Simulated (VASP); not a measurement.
# CdS (F-43m) in VASP: vibrations by perturbation theory with LDA

Aim: the vibrations by perturbation theory of CdS with LDA.

Everything below comes from runs of VASP 6.6.1. Logs are shortened: lines on timing, memory, paths and dates and some standing lists are left out, and cuts for length are marked.

## Step 1: The cell of the first run

The structure is cubic, space group F-43m (No. 216). The conventional cell has a = 5.757 Å, b = 5.757 Å, c = 5.757 Å, α = 90.00°, β = 90.00°, γ = 90.00°. Cd (site symmetry -43m) has 4 S at 2.49 Å within 3.3 Å. S (site symmetry -43m) has 4 Cd at 2.49 Å within 3.3 Å.

## Step 2: Vibrations by perturbation theory, LDA

INCAR

```
SYSTEM = CdS
  PREC = Accurate
  ENCUT = 520
  EDIFF = 1E-8
  ISMEAR = 0
  SIGMA = 0.01
  LREAL = .FALSE.
  LASPH = .TRUE.
  NELM = 100
  ALGO = Normal
  ISIF = 2
  LWAVE = .FALSE.
  LCHARG = .TRUE.
  NBANDS = 16
  IBRION = 8
  NSW = 1
  LEPSILON = .TRUE.
```

KPOINTS

```
Automatic mesh
0
G
  12 12 12
  0 0 0
```

POSCAR

```
CdS
1.0
    0.0000000000      2.8785037212      2.8785037212
    2.8785037212      0.0000000000      2.8785037212
    2.8785037212      2.8785037212      0.0000000000
Cd S
1 1
Direct
    0.0000000000      0.0000000000      0.0000000000
    0.7500000000      0.7500000000      0.7500000000
```

Potentials or basis: VASP PAW LDA potentials, release 64 (Cd, S).

Launch:

```bash
$ cat potpaw_LDA.64/Cd/POTCAR potpaw_LDA.64/S/POTCAR > POTCAR
$ mpirun -np 1 vasp_std > vasp.out
```

OUTCAR:

```text
SYSTEM = CdS
   PREC = Accurate
   ENCUT = 520
   EDIFF = 1E-8
   ISMEAR = 0
   LREAL = .FALSE.
   LASPH = .TRUE.
   NELM = 100
   ISIF = 2
   IBRION = 8
   NSW = 1
   LEPSILON = .TRUE.

 ion  position               nearest neighbor table
   1  0.000  0.000  0.000-   2 2.49   2 2.49   2 2.49   2 2.49
   2  0.750  0.750  0.750-   1 2.49   1 2.49   1 2.49   1 2.49

  LATTYP: Found a face centered cubic cell.
 ALAT       =     5.7570074424

  Lattice vectors:

 A1 = (   0.0000000000,   2.8785037212,   2.8785037212)
 A2 = (   2.8785037212,   0.0000000000,   2.8785037212)
 A3 = (   2.8785037212,   2.8785037212,   0.0000000000)

Analysis of symmetry for initial positions (statically):
=====================================================================
 Subroutine PRICEL returns:
 Original cell was already a primitive cell.

 Routine SETGRP: Setting up the symmetry group for a
 face centered cubic supercell.

 Subroutine GETGRP returns: Found 24 space group operations
 (whereof 24 operations were pure point group operations)
 out of a pool of 48 trial point group operations.

The static configuration has the point symmetry T_d .

Analysis of symmetry for dynamics (positions and initial velocities):
=====================================================================
 Subroutine PRICEL returns:
 Original cell was already a primitive cell.

 Routine SETGRP: Setting up the symmetry group for a
 face centered cubic supercell.

 Subroutine GETGRP returns: Found 24 space group operations
 (whereof 24 operations were pure point group operations)
 out of a pool of 48 trial point group operations.

The dynamic configuration has the point symmetry T_d .

 Subroutine INISYM returns: Found 24 space group operations
 (whereof 24 operations are pure point group operations),
 and found     1 'primitive' translations

----------------------------------------------------------------------------------------

[... 688 lines left out ...]
 MACROSCOPIC STATIC DIELECTRIC TENSOR (including local field effects in DFT)
 ------------------------------------------------------
           6.666799     0.000000    -0.000000
           0.000000     6.666799    -0.000000
          -0.000000     0.000000     6.666799
 ------------------------------------------------------

 PIEZOELECTRIC TENSOR (including local field effects)  for field in x, y, z        (e  Angst)
          XX          YY          ZZ          XY          YZ          ZX
  --------------------------------------------------------------------------------
  x    -0.00000     0.00000    -0.00000     0.00000     1.86164    -0.00000
  y     0.00000     0.00000     0.00000    -0.00000    -0.00000     1.86164
  z     0.00000    -0.00000     0.00000     1.86164    -0.00000     0.00000

 PIEZOELECTRIC TENSOR (including local field effects)  for field in x, y, z        (C/m^2)
          XX          YY          ZZ          XY          YZ          ZX
  --------------------------------------------------------------------------------
  x    -0.00000     0.00000    -0.00000     0.00000     0.62528    -0.00000
  y     0.00000     0.00000     0.00000    -0.00000    -0.00000     0.62528
  z     0.00000    -0.00000     0.00000     0.62528    -0.00000     0.00000

 BORN EFFECTIVE CHARGES (including local field effects) (in |e|, cummulative output)
 ---------------------------------------------------------------------------------
 ion    1
    1     2.13806     0.00000     0.00000
    2    -0.00000     2.13806     0.00000
    3    -0.00000     0.00000     2.13806
 ion    2
    1    -2.13806    -0.00000    -0.00000
    2     0.00000    -2.13806    -0.00000
    3     0.00000    -0.00000    -2.13806

 INTERNAL STRAIN TENSOR FOR ION    2 for displacements in x,y,z  (eV/Angst):
          X           Y           Z          XY          YZ          ZX
  --------------------------------------------------------------------------------
  x    -0.00000    -0.00000    -0.00000     0.00000     7.46092     0.00000
  y    -0.00000     0.00000    -0.00000     0.00000     0.00000     7.46092
  z    -0.00000    -0.00000    -0.00000     7.46092     0.00000     0.00000

 SECOND DERIVATIVES (NOT SYMMETRIZED)
 ------------------------------------
               1X          1Y          1Z          2X          2Y          2Z
  1X    -5.682639    0.000000    0.000000    5.682639    0.000000    0.000000
  1Y     0.000000   -5.682639    0.000000    0.000000    5.682639    0.000000
  1Z     0.000000    0.000000   -5.682639    0.000000    0.000000    5.682639
  2X     5.668904    0.000000    0.000000   -5.668904    0.000000    0.000000
  2Y     0.000000    5.668904    0.000000    0.000000   -5.668904    0.000000
  2Z     0.000000    0.000000    5.668904    0.000000    0.000000   -5.668904

 Eigenvectors and eigenvalues of the dynamical matrix
 ----------------------------------------------------

   1 f  =    7.454004 THz    46.834890 2PiTHz  248.638819 cm-1    30.827271 meV
             X         Y         Z           dx          dy          dz
      0.000000  0.000000  0.000000     0.000000    0.471555    0.000000
      4.317756  4.317756  4.317756     0.000000   -0.881837    0.000000
[... 21 lines left out ...]
   6 f/i=    0.003750 THz     0.023565 2PiTHz    0.125102 cm-1     0.015511 meV
             X         Y         Z           dx          dy          dz
      0.000000  0.000000  0.000000     0.000000    0.000000    0.881837
      4.317756  4.317756  4.317756     0.000000    0.000000    0.471555

--------------------------------------------------------------------------------------------------------

 MACROSCOPIC STATIC DIELECTRIC TENSOR IONIC CONTRIBUTION
 ------------------------------------------------------
           3.055266    -0.000000    -0.000000
          -0.000000     3.055266    -0.000000
          -0.000000    -0.000000     3.055266
 ------------------------------------------------------

 ELASTIC MODULI CONTR FROM IONIC RELAXATION (kBar)
 Direction    XX          YY          ZZ          XY          YZ          ZX
 --------------------------------------------------------------------------------
 XX          -0.0000     -0.0000     -0.0000      0.0000      0.0000      0.0000
 YY          -0.0000     -0.0000     -0.0000      0.0000      0.0000      0.0000
 ZZ          -0.0000     -0.0000     -0.0000      0.0000      0.0000      0.0000
 XY           0.0000      0.0000      0.0000   -333.9251      0.0000      0.0000
 YZ           0.0000      0.0000      0.0000      0.0000   -333.9251      0.0000
 ZX           0.0000      0.0000      0.0000      0.0000      0.0000   -333.9251
 --------------------------------------------------------------------------------

 PIEZOELECTRIC TENSOR IONIC CONTR  for field in x, y, z        (C/m^2)
          XX          YY          ZZ          XY          YZ          ZX
  --------------------------------------------------------------------------------
  x     0.00000     0.00000     0.00000     0.00000    -0.95043     0.00000
  y     0.00000     0.00000     0.00000     0.00000     0.00000    -0.95043
  z     0.00000     0.00000     0.00000    -0.95043     0.00000     0.00000
```

It took 12 min on 1 thread of Intel Xeon Platinum 8559C (Emerald Rapids), shared host; peak memory 0.55 GiB.

Results:

```yaml
Electronic_dielectric_tensor_diagonal: 6.67
Born_charges_mean_of_the_diagonal: Cd +2.14; S -2.14 e
Highest_phonon_frequency_at_Γ_LO-TO_splitting_left_out: 249 cm⁻¹
```

Phonon frequencies in cm⁻¹ (negative: imaginary):
| q point | frequencies |
| --- | --- |
| (0.000, 0.000, 0.000) | 0 0 0 249 249 249 |

Electronic dielectric tensor:
```
6.67 0.00 0.00
0.00 6.67 0.00
0.00 0.00 6.67
```

Born effective charge tensors (e):
atom 1, Cd
```
2.14 0.00 0.00
0.00 2.14 0.00
0.00 0.00 2.14
```
atom 2, S
```
-2.14  0.00  0.00
 0.00 -2.14  0.00
 0.00  0.00 -2.14
```
